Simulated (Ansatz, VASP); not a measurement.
# Be2ZnO3: VASP beside Ansatz

```
Be Zn O
1.0
     4.37809    0.00000    0.00000
     0.00000    4.37809    0.00000
     0.00000    0.00000    5.25217
Be Zn O
2 1 3
Direct
  0.50000 0.00000 0.50000
  0.00000 0.50000 0.50000
  0.00000 0.00000 0.50000
  0.50000 0.50000 0.00000
  0.00000 0.00000 0.88212
  0.00000 0.00000 0.11788
```

Alike in both runs: functional PBE; k mesh 3 × 3 × 3; occupations gaussian, width 0.15 eV; no spin polarisation.

Ansatz relaxed the structure, and its values are those at the end. VASP's run is a single point on that final structure, the one shown.

```csv
,VASP,Ansatz
version,VASP 6.6.1,Ansatz 0.2.0
potentials or method,"VASP PAW PBE potentials, release 64 (Be, Zn, O_h), cutoff 1340 eV","scalar-relativistic, plane waves, PAW"
valence electrons in the cell,34,34
```

VASP gave:

```
gap on the k mesh at the Fermi level (eV) : none
pressure (GPa)                            : 0.4
rms of the force components (eV/Å)        : 0.000
```

Problem. Estimate Ansatz's values.

Solution. gap on the k mesh at the Fermi level (eV): none; pressure (GPa): 0.4; rms of the force components (eV/Å): 0.005.

A gap of «none» marks a metal or a gap that the smearing closes.

The k mesh is coarse, so the values compare programs but aren't converged.
